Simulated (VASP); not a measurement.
# P (P6_3/mmc) in VASP: further runs, part 2 of 2

VASP 6.6.1.

## 3. Relaxation of cell and atoms, PBE, target pressure 450 GPa, at which the enthalpy is minimised

INCAR

```
SYSTEM = P
ALGO = Normal
EDIFF = 1E-6
EDIFFG = -0.005
ENCUT = 600
GGA = PE
IBRION = 2
ISIF = 3
ISMEAR = -1
LASPH = .True.
LCHARG = .False.
LREAL = .False.
LWAVE = .False.
NELM = 60
NSW = 32
PREC = Accurate
PSTRESS = 4500.0
SIGMA = 0.08
```

KPOINTS

```
k-points
0
Gamma
  21 21 12
  0 0 0
```

POSCAR

```
P
1.0
    2.0345237298      0.0000000000      0.0000000000
   -1.0172618649      1.7619492346      0.0000000000
    0.0000000000      0.0000000000      3.3511392170
P
2
Direct
    0.3333333333      0.6666666667      0.2500000000
    0.6666666667      0.3333333333      0.7500000000
```

Potentials or basis: VASP PAW PBE potentials, release 64 (P).

On the command line:

```
cat potpaw_PBE.64/P/POTCAR > POTCAR
mpirun -np 1 vasp_std > vasp.out
```

OUTCAR:

```text
SYSTEM = P
   EDIFF = 1E-6
   EDIFFG = -0.005
   ENCUT = 600
   GGA = PE
   IBRION = 2
   ISIF = 3
   ISMEAR = -1
   LASPH = .True.
   LREAL = .False.
   NELM = 60
   NSW = 32
   PREC = Accurate
   PSTRESS = 4500.0

 ion  position               nearest neighbor table
   1  0.333  0.667  0.250-   2 2.05   2 2.05   2 2.05   2 2.05   2 2.05   2 2.05   2 2.89   2 2.89
                             2 2.89   2 2.89   2 2.89   2 2.89
   2  0.667  0.333  0.750-   1 2.05   1 2.05   1 2.05   1 2.05   1 2.05   1 2.05   1 2.89   1 2.89
                             1 2.89   1 2.89   1 2.89   1 2.89

  LATTYP: Found a hexagonal cell.
 ALAT       =     2.0345237298
 C/A-ratio  =     1.6471369529

  Lattice vectors:

 A1 = (   2.0345237298,   0.0000000000,   0.0000000000)
 A2 = (  -1.0172618649,   1.7619492346,   0.0000000000)
 A3 = (   0.0000000000,   0.0000000000,   3.3511392170)

Analysis of symmetry for initial positions (statically):
=====================================================================
 Subroutine PRICEL returns:
 Original cell was already a primitive cell.

 Routine SETGRP: Setting up the symmetry group for a
 hexagonal supercell.

 Subroutine GETGRP returns: Found 24 space group operations
 (whereof 12 operations were pure point group operations)
 out of a pool of 24 trial point group operations.

The static configuration has the point symmetry D_3d.
 The point group associated with its full space group is D_6h.

Analysis of symmetry for dynamics (positions and initial velocities):
=====================================================================
 Subroutine PRICEL returns:
 Original cell was already a primitive cell.

 Routine SETGRP: Setting up the symmetry group for a
 hexagonal supercell.

 Subroutine GETGRP returns: Found 24 space group operations
 (whereof 12 operations were pure point group operations)
 out of a pool of 24 trial point group operations.

[... 126 lines left out ...]
   GGA     = PE    functional components
   LHFCALC =     F    Hartree Fock is set to
   AEXX    =    0.0000 exact exchange contribution
   IVDW    =     0    specifies the selected vdW correction
   LEPSILON=     F    determine dielectric tensor
   LRPA    =     F    only Hartree local field effects (RPA)
 conjugate gradient relaxation of ions
 non-spin polarized calculation
  energy-cutoff  :      600.00
  volume of cell :       12.01
 maximum number of plane-waves:       417
   NGX =  9   NGY =  9   NGZ = 13

--------------------------------------- Ionic step        1  -------------------------------------------

 number of electron      10.0000000 magnetization

 Free energy of the ion-electron system (eV)
  ---------------------------------------------------
  ext. energy  EPLUGINS =         0.00000000
  ---------------------------------------------------
  free energy    TOTEN  =         1.99398363 eV

  energy without entropy =        2.00232405  energy(sigma->0) =        1.99815384

------------------------ aborting loop because EDIFF is reached ----------------------------------------

  FORCE on cell =-STRESS in cart. coord.  units (eV):
  Direction    XX          YY          ZZ          XY          YZ          ZX
  --------------------------------------------------------------------------------------
  -------------------------------------------------------------------------------------
  Total       33.0945815     33.0945815     33.1101962     -0.0000000      0.0000000      0.0000000
  in kB     4413.8630564   4413.8630563   4415.9456102     -0.0000000      0.0000000      0.0000000
  external PRESSURE =     -85.4427590 kB  Pullay stress =    4500.0000000 kB
[... 291 lines left out ...]
--------------------------------------- Ionic step        9  -------------------------------------------

 number of electron       9.9999999 magnetization

 Free energy of the ion-electron system (eV)
  ---------------------------------------------------
  ext. energy  EPLUGINS =         0.00000000
  ---------------------------------------------------
  free energy    TOTEN  =         2.18952811 eV

  energy without entropy =        2.19787755  energy(sigma->0) =        2.19370283

 E-fermi :  27.9117     XC(G=0): -15.7081

 val. band max:       27.9006946874   @ k =   0.1905  -0.0000   0.2500
 cond. band min:      27.9261845536   @ k =   0.3333   0.0952   0.2500
 fundamental gap:      0.0254898662
 Fermi energy:        27.9117272882

 k-point     1 :       0.0000    0.0000    0.0000
  band No.  band energies     occupation
      1      -1.4184      2.00000
      2       9.9905      2.00000
      3      11.6871      2.00000
      4      39.3014      0.00000
      5      39.3014      0.00000
      6      39.7034      0.00000
      7      39.7034      0.00000
      8      40.4399      0.00000
      9      47.3059      0.00000
[... 265 lines left out ...]
 k-point    24 :       0.1905    0.0952    0.0000
  band No.  band energies     occupation
      1       1.4567      2.00000
      2      12.6497      2.00000
      3      14.1811      2.00000
      4      24.4656      2.00000
      5      28.3140      0.01302
      6      34.7593      0.00000
      7      36.0969      0.00000
      8      39.2736      0.00000
      9      40.4252      0.00000

 [... further k-points ...]
[... 5 lines left out ...]
  --------------------------------------------------------------------------------------
  -------------------------------------------------------------------------------------
  Total       33.5403310     33.5403310     33.5394529      0.0000000      0.0000000      0.0000000
  in kB     4499.6443555   4499.6443554   4499.5265617      0.0000000      0.0000000      0.0000000
  external PRESSURE =      -0.3949092 kB  Pullay stress =    4500.0000000 kB
[... 21 lines left out ...]
  energy  without entropy=        2.1978775534  energy(sigma->0) =        2.19370283

  enthalpy is  TOTEN    =        35.7325100566 eV   P V=       33.5429819501

 reached required accuracy - stopping structural energy minimisation
```

CONTCAR:

```text
P
   1.00000000000000
     2.0301338065862535   -0.0000000000000000    0.0000000000000000
    -1.0150669032931268    1.7581474495649432    0.0000000000000000
    -0.0000000000000000    0.0000000000000000    3.3459525577714060
  P
     2
Direct
     0.3333333332999970    0.6666666667000030    0.2500000000000000
     0.6666666667000030    0.3333333332999970    0.7500000000000000

  0.00000000E+00  0.00000000E+00  0.00000000E+00
  0.00000000E+00  0.00000000E+00  0.00000000E+00
```

It took 95 s on 1 thread of Intel Xeon Platinum 8488C (Sapphire Rapids), shared host; peak memory 0.15 GiB.

What came out:

```yaml
Free_energy: 2.1895 eV
Relaxed_volume: 5.97 Å³/atom
Relaxed_cell: a = 2.030 Å, b = 2.030 Å, c = 3.346 Å, α = 90.00°, β = 90.00°, γ = 120.00°
Space_group_after_relaxing_to_0.05_Å: P6_3/mmc (No. 194)
Energy_change_on_relaxing_the_enthalpy_is_what_falls: +97.8 meV/atom
Ionic_steps: 9
Pressure_after_relaxing: 450.0 GPa
Band_gap_on_the_k_mesh: zero (band 5 reaches 40.60 eV, above the bottom of band 6 at 19.09 eV)
```

The path:
| step | energy change (eV) | largest force (eV/Å) | pressure (GPa) | volume (Å³) |
| --- | --- | --- | --- | --- |
| 1 | 0.0000 | 0.0000 | 441.46 | 12.01 |
| 2 | 1.6321 | 0.0000 | 514.78 | 11.46 |
| 3 | 0.1902 | 0.0000 | 449.82 | 11.94 |
| 4 | 0.1944 | 0.0000 | 449.99 | 11.94 |
| 5 | 0.1983 | 0.0000 | 450.16 | 11.94 |
| 6 | 0.2013 | 0.0000 | 450.18 | 11.94 |
| 7 | 0.1995 | 0.0000 | 450.17 | 11.94 |
| 8 | 0.1766 | 0.0000 | 449.17 | 11.95 |
| 9 | 0.1955 | 0.0000 | 449.96 | 11.94 |

Final structure:
```
CELL_PARAMETERS angstrom
2.03013 0.00000 0.00000
-1.01507 1.75815 0.00000
0.00000 0.00000 3.34595
ATOMIC_POSITIONS crystal
P 0.33333 0.66667 0.25000
P 0.66667 0.33333 0.75000
```

Levels at points of the mesh, in eV from the Fermi level:
| k point | band 2 | band 3 | band 4 | band 5 | band 6 | band 7 | band 8 | band 9 |
| --- | --- | --- | --- | --- | --- | --- | --- | --- |
| (0.00, 0.00, 0.00) | -17.92 | -16.22 | 11.39 | 11.39 | 11.79 | 11.79 | 12.53 | 19.39 |
| (0.00, 0.00, 0.50) | -26.20 | -2.64 | -2.64 | 12.69 | 12.69 | 12.69 | 12.69 | 16.41 |

Caveat: the cell is relaxed towards a set pressure, so the enthalpy falls and the energy may rise.

## 4. Relaxation of cell and atoms, PBE, target pressure 450 GPa, at which the enthalpy is minimised

This run uses another cell than the first one, of 6.04 Å³/atom, 1.005 times its volume.

INCAR

```
PREC = Accurate ; ENCUT = 600
EDIFF = 1E-7 ; ISMEAR = -1
SIGMA = 0.08 ; LREAL = F
LASPH = T ; NELM = 60
ALGO = Normal ; ISIF = 3
LWAVE = F ; LCHARG = F
GGA = PE ; IBRION = 2
NSW = 60 ; EDIFFG = -0.005
PSTRESS = 4500.0
```

KPOINTS

```
regular mesh
0
Gamma
  21 21 12
```

POSCAR

```
P
1.0
    2.0497265172      0.0000000000      0.0000000000
   -1.0248632586      1.7751152347      0.0000000000
    0.0000000000      0.0000000000      3.3205569578
P
2
Direct
    0.3333333333      0.6666666667      0.2500000000
    0.6666666667      0.3333333333      0.7500000000
```

On the command line:

```
cat potpaw_PBE.64/P/POTCAR > POTCAR
mpirun -np 1 vasp_std > vasp.out
```

Run time: 2.5 min. Hardware: 1 thread of Intel Xeon Platinum 8488C (Sapphire Rapids), shared host; peak memory 0.16 GiB.

It converged, with:

```yaml
Free_energy: 2.1894 eV
Relaxed_volume: 5.97 Å³/atom
Relaxed_cell: a = 2.030 Å, b = 2.030 Å, c = 3.346 Å, α = 90.00°, β = 90.00°, γ = 120.00°
Space_group_after_relaxing_to_0.05_Å: P6_3/mmc (No. 194)
Energy_change_on_relaxing_the_enthalpy_is_what_falls: +186.6 meV/atom
Ionic_steps: 12
Pressure_after_relaxing: 450.0 GPa
Band_gap_on_the_k_mesh: zero (band 5 reaches 40.60 eV, above the bottom of band 6 at 19.09 eV)
```

Step by step:
| step | energy change (eV) | largest force (eV/Å) | pressure (GPa) | volume (Å³) |
| --- | --- | --- | --- | --- |
| 1 | 0.0000 | 0.0000 | 434.96 | 12.08 |
| 2 | 3.0142 | 0.0000 | 567.59 | 11.11 |
| 3 | 0.4427 | 0.0000 | 453.90 | 11.92 |
| 4 | 0.4841 | 0.0000 | 455.68 | 11.90 |
| 5 | 0.1866 | 0.0000 | 439.39 | 12.01 |
| 6 | 0.3871 | 0.0000 | 450.59 | 11.94 |
| 7 | 0.3890 | 0.0000 | 450.69 | 11.94 |
| 8 | 0.3108 | 0.0000 | 447.35 | 11.96 |
| 9 | 0.3753 | 0.0000 | 450.10 | 11.94 |
| 10 | 0.3750 | 0.0000 | 450.09 | 11.94 |
| 11 | 0.3706 | 0.0000 | 449.86 | 11.94 |
| 12 | 0.3733 | 0.0000 | 450.00 | 11.94 |

Final structure:
```yaml
crystal:
  lattice:
    - [2.03016, 0.00000, 0.00000]
    - [-1.01508, 1.75817, 0.00000]
    - [0.00000, 0.00000, 3.34587]
  atoms:
    - { symbol: P, position: [0.33333, 0.66667, 0.25000] }
    - { symbol: P, position: [0.66667, 0.33333, 0.75000] }
```

Levels at points of the mesh, in eV from the Fermi level:
| k point | band 1 | band 2 | band 3 | band 4 | band 5 | band 6 | band 7 | band 8 | band 9 |
| --- | --- | --- | --- | --- | --- | --- | --- | --- | --- |
| (0.00, 0.00, 0.00) | -29.33 | -17.92 | -16.22 | 11.39 | 11.39 | 11.79 | 11.79 | 12.53 | 19.40 |
| (0.00, 0.00, 0.50) | -26.20 | -26.20 | -2.64 | -2.64 | 12.69 | 12.69 | 12.69 | 12.69 | 16.41 |

Caveat: the cell is relaxed towards a set pressure, so the enthalpy falls and the energy may rise.

## 5. Summary

```tsv
task	cell	cutoff (eV)	gap on the mesh (eV)	pressure (GPa)
single point	a = 2.035, b = 2.035, c = 3.352 Å, angles 90.0, 90.0, 120.0°, 2 atoms	520	none	440.9
relaxation of cell and atoms	relaxed to 450 GPa from a = 2.035, b = 2.035, c = 3.351 Å, angles 90.0, 90.0, 120.0°, 2 atoms	600	none	450.0
relaxation of cell and atoms	relaxed to 450 GPa from a = 2.050, b = 2.050, c = 3.321 Å, angles 90.0, 90.0, 120.0°, 2 atoms	600	none	450.0
```

Alike in all rows: level PBE; potentials or basis VASP PAW PBE potentials, release 64 (P); no spin polarisation; k mesh 21 × 21 × 12; smearing fermi-dirac 0.08 eV.

Caveats: the cell is relaxed towards a set pressure, so the enthalpy falls and the energy may rise (some runs).

Absolute energies hang on the potentials; compare differences alone.
